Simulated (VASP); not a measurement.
**Ir2Ru3: single point with PBE**

The system is Ir2Ru3.

```
Ru Ir
1.0
     2.68987    0.00000    0.00000
    -1.34494    2.32950    0.00000
     0.00000    0.00000   21.87777
Ru Ir
6 4
Cartesian
  0.0000 1.5530 13.1267
  0.0000 1.5530 0.0000
  0.0000 1.5530 8.7511
  1.3449 0.7765 15.3144
  1.3449 0.7765 6.5633
  1.3449 0.7765 10.9389
  0.0000 1.5530 17.5022
  0.0000 1.5530 4.3756
  1.3449 0.7765 19.6900
  1.3449 0.7765 2.1878
```

```yaml
Program: VASP 6.6.1
Task: single point
Functional: PBE
Potentials_or_basis: VASP PAW PBE potentials, release 64 (Ru_pv, Ir)
Cutoff: 520 eV
k_mesh: 6 × 6 × 1
Occupations: gaussian, width 0.1 eV
Spin: no spin polarisation
```

```
Pressure               : 10.9 GPa
Largest force          : 0.881 eV/Å
Band gap on the k mesh : zero (bands 60 and 61 overlap by 2.75 eV)
```

Forces on the atoms (eV/Å):
```
Ru   0.000  0.000  0.086
Ru   0.000  0.000  0.000
Ru   0.000  0.000 -0.086
Ru   0.000  0.000 -0.364
Ru   0.000  0.000  0.364
Ru   0.000  0.000  0.000
Ir   0.000  0.000 -0.881
Ir   0.000  0.000  0.881
Ir   0.000  0.000  0.792
Ir   0.000  0.000 -0.792
```

Stress tensor (GPa, compression positive):
```
16.95  0.00  0.00
 0.00 16.95  0.00
 0.00  0.00 -1.12
```

Levels at points of the mesh, in eV from the Fermi level:
| k point | band 59 | band 60 | band 61 | band 62 | band 63 | band 64 |
| --- | --- | --- | --- | --- | --- | --- |
| (0.00, 0.00, 0.00) | -1.35 | -1.13 | -1.09 | -1.09 | -1.09 | -0.32 |
| (0.50, 0.00, 0.00) | 1.28 | 1.39 | 1.43 | 1.43 | 1.48 | 1.52 |

It took 2.1 min on 1 thread of AMD EPYC 9R45 96-Core Processor (Zen 5), with other jobs on the host, peak memory 0.24 GiB.

Caveat: the k points lie up to 0.45 Å⁻¹ apart, too coarse for converged energies and pressures of a metal; spin-orbit coupling is left out, which moves the levels of the heavy elements.
